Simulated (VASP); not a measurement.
A run of VASP 6.6.1 is set up as follows.

INCAR

```
SYSTEM = YSb
PREC = Accurate
ENCUT = 520
EDIFF = 1E-6
ISMEAR = -1
SIGMA = 0.1
LREAL = .FALSE.
LASPH = .TRUE.
NELM = 80
ALGO = Normal
ISIF = 2
LWAVE = .FALSE.
LCHARG = .FALSE.
NBANDS = 15
```

KPOINTS

```
Automatic mesh
0
G
  12 12 12
  0 0 0
```

Contents of POSCAR:

```
YSb
1.0
    0.0000000000      3.3958157526      3.3958157526
    3.3958157526      0.0000000000      3.3958157526
    3.3958157526      3.3958157526      0.0000000000
Y Sb
1 1
Direct
    0.0000000000      0.0000000000      0.0000000000
    0.2500000000      0.2500000000      0.2500000000
```

Potentials or basis: VASP PAW LDA potentials, release 64 (Y_sv, Sb).

Launch:

```bash
$ cat potpaw_LDA.64/Y_sv/POTCAR potpaw_LDA.64/Sb/POTCAR > POTCAR
$ mpirun -np 1 vasp_std > vasp.out
```

(1) Predict the band gap on the k mesh.

(2) Estimate the pressure.

Results:

(1) 1.29 eV, direct.

(2) 0.1 GPa.

Caveat: spin-orbit coupling is left out, which moves the levels of the heavy elements.
